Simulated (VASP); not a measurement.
# Sr (Fm-3m) in VASP: notebook, part 2 of 2

VASP 6.6.1.

**3. Single point, r2SCAN, collinear spin, ferromagnetic start**

This run uses another cell than the first one, of 47.75 Å³/atom, 0.914 times its volume.

File POSCAR:

```
Sr
1.0
    0.0000000000      2.8795203606      2.8795203606
    2.8795203606      0.0000000000      2.8795203606
    2.8795203606      2.8795203606      0.0000000000
Sr
1
Direct
    0.0000000000      0.0000000000      0.0000000000
```

File INCAR.step1:

```
SYSTEM = Sr
ALGO = Normal ; EDIFF = 1E-4
ENCUT = 520 ; GGA = PE
ISMEAR = -1 ; ISPIN = 2
LASPH = .True. ; LCHARG = .False.
LREAL = .False. ; LWAVE = .True.
MAGMOM = 4 ; NBANDS = 15
NELM = 150 ; PREC = Accurate
SIGMA = 0.05
```

File INCAR.step2:

```
SYSTEM = Sr
ALGO = Normal ; EDIFF = 1E-6
ENCUT = 520 ; ISIF = 2
ISMEAR = -1 ; ISPIN = 2
ISTART = 1 ; LASPH = .True.
LCHARG = .False. ; LMIXTAU = .True.
LORBIT = 11 ; LREAL = .False.
LWAVE = .False. ; MAGMOM = 4
METAGGA = R2SCAN ; NBANDS = 15
NELM = 150 ; PREC = Accurate
SIGMA = 0.05
```

File KPOINTS:

```
k-points
0
Gamma
  11 11 11
  0 0 0
```

Potentials or basis: VASP PAW PBE potentials, release 64 (Sr_sv).

Command:

```console
> cat potpaw_PBE.64/Sr_sv/POTCAR > POTCAR
> cp INCAR.step1 INCAR
> mpirun -np 1 vasp_std > vasp.out
> cp INCAR.step2 INCAR
> mpirun -np 1 vasp_std > vasp.out
```

OUTCAR:

```text
SYSTEM = Sr
   EDIFF = 1E-6
   ENCUT = 520
   ISIF = 2
   ISMEAR = -1
   ISPIN = 2
   ISTART = 1
   LASPH = .True.
   LORBIT = 11
   LREAL = .False.
   METAGGA = R2SCAN
   NELM = 150
   PREC = Accurate

 ion  position               nearest neighbor table
   1  0.000  0.000  0.000-

  LATTYP: Found a face centered cubic cell.
 ALAT       =     5.7590407212

  Lattice vectors:

 A1 = (   0.0000000000,   2.8795203606,   2.8795203606)
 A2 = (   2.8795203606,   0.0000000000,   2.8795203606)
 A3 = (   2.8795203606,   2.8795203606,   0.0000000000)

Analysis of symmetry for initial positions (statically):
=====================================================================
 Subroutine PRICEL returns:
 Original cell was already a primitive cell.

 Routine SETGRP: Setting up the symmetry group for a
 face centered cubic supercell.

 Subroutine GETGRP returns: Found 48 space group operations
 (whereof 48 operations were pure point group operations)
 out of a pool of 48 trial point group operations.

The static configuration has the point symmetry O_h .

Analysis of symmetry for dynamics (positions and initial velocities):
=====================================================================
 Subroutine PRICEL returns:
 Original cell was already a primitive cell.

 Routine SETGRP: Setting up the symmetry group for a
 face centered cubic supercell.

 Subroutine GETGRP returns: Found 48 space group operations
 (whereof 48 operations were pure point group operations)
 out of a pool of 48 trial point group operations.

The dynamic configuration has the point symmetry O_h .

Analysis of structural, dynamic, and magnetic symmetry:
=====================================================================
 Subroutine PRICEL returns:
 Original cell was already a primitive cell.

 Routine SETGRP: Setting up the symmetry group for a
 face centered cubic supercell.

 Subroutine GETGRP returns: Found 48 space group operations
 (whereof 48 operations were pure point group operations)
 out of a pool of 48 trial point group operations.

[... 149 lines left out ...]
 fundamental gap:      0.1112942028
 Fermi energy:         2.1373367358

 spin component 1

 k-point     1 :       0.0000    0.0000    0.0000
  band No.  band energies     occupation
      1     -35.6221      1.00000
      2     -16.8479      1.00000
      3     -16.8479      1.00000
      4     -16.8479      1.00000
      5      -1.9058      1.00000
      6       4.9840      0.00000
      7       4.9840      0.00000
      8       4.9840      0.00000
      9       6.7584      0.00000
     10       6.7584      0.00000
     11      10.0627      0.00000
     12      12.6947      0.00000
     13      12.6947      0.00000
     14      12.6948      0.00000
[... 403 lines left out ...]
      4     -16.8692      1.00000
      5      -0.3554      1.00000
      6       3.5129      0.00000
      7       4.4750      0.00000
      8       5.6326      0.00000
      9       5.8310      0.00000
     10       7.5531      0.00000
     11      10.7692      0.00000
     12      12.7383      0.00000
     13      12.7388      0.00000
     14      12.9367      0.00000
     15      16.2913      0.00000

 [... further k-points ...]

 spin component 2

 k-point     1 :       0.0000    0.0000    0.0000
  band No.  band energies     occupation
      1     -35.6221      1.00000
      2     -16.8478      1.00000
      3     -16.8478      1.00000
      4     -16.8478      1.00000
      5      -1.9056      1.00000
      6       4.9840      0.00000
      7       4.9840      0.00000
      8       4.9840      0.00000
      9       6.7586      0.00000
     10       6.7586      0.00000
     11      10.0611      0.00000
     12      12.6963      0.00000
     13      12.6963      0.00000
     14      12.6963      0.00000
[... 403 lines left out ...]
      4     -16.8692      1.00000
      5      -0.3551      1.00000
      6       3.5125      0.00000
      7       4.4755      0.00000
      8       5.6331      0.00000
      9       5.8309      0.00000
     10       7.5533      0.00000
     11      10.7700      0.00000
     12      12.7386      0.00000
     13      12.7388      0.00000
     14      12.9367      0.00000
     15      16.2920      0.00000

 [... further k-points ...]
[... 5 lines left out ...]
  --------------------------------------------------------------------------------------
  -------------------------------------------------------------------------------------
  Total        0.7766733      0.7766733      0.7766733     -0.0000000      0.0000000      0.0000000
  in kB       26.0590460     26.0590460     26.0590460     -0.0000000      0.0000000      0.0000000
  external PRESSURE =      26.0590460 kB  Pullay stress =       0.0000000 kB

 VOLUME and BASIS-vectors are now :
 -----------------------------------------------------------------------------
  energy-cutoff  :      520.00
  volume of cell :       47.75
      direct lattice vectors                 reciprocal lattice vectors
     0.000000000  2.879520361  2.879520361    -0.173640029  0.173640029  0.173640029
     2.879520361  0.000000000  2.879520361     0.173640029 -0.173640029  0.173640029
     2.879520361  2.879520361  0.000000000     0.173640029  0.173640029 -0.173640029

 POSITION                                       TOTAL-FORCE (eV/Angst)
 -----------------------------------------------------------------------------------
      0.00000      0.00000      0.00000         0.000000      0.000000      0.000000
 -----------------------------------------------------------------------------------
    total drift:                               -0.000000     -0.000000     -0.000000

  FREE ENERGIE OF THE ION-ELECTRON SYSTEM (eV)
  ---------------------------------------------------
  free  energy   TOTEN  =       -15.0389764576 eV

  energy  without entropy=      -15.0324470537  energy(sigma->0) =      -15.03571176

 total charge

# of ion       s       p       d       tot
------------------------------------------
    1        2.063   5.811   0.156   8.030

 magnetization (x)

# of ion       s       p       d       tot
------------------------------------------
    1       -0.000   0.000   0.000   0.000
```

Run time: 7.9 min. Hardware: 1 thread of AMD EPYC 7R13, shared host; peak memory 0.2 GiB.

Results:

| Property | Result |
| --- | --- |
| Free energy | -15.0390 eV |
| Pressure | 2.6 GPa |
| Band gap on the k mesh | 0.11 eV, indirect (least direct gap 0.33 eV) |
| Net moment | 0.00 μB per cell |
| Valence electrons inside the program's atomic spheres | Sr 8.03 |

Levels at points of the mesh, in eV from the valence-band top:
Spin up:
```
           k point  band 2  band 3  band 4  band 5  band 6  band 7  band 8  band 9
(0.00, 0.00, 0.00)  -18.95  -18.95  -18.95   -4.01    2.88    2.88    2.88    4.66
```
Spin down:
```
           k point  band 2  band 3  band 4  band 5  band 6  band 7  band 8  band 9
(0.00, 0.00, 0.00)  -18.95  -18.95  -18.95   -4.01    2.88    2.88    2.88    4.66
```

Caveat: the PAW data sets were made with another functional, which shifts forces and pressure a little.
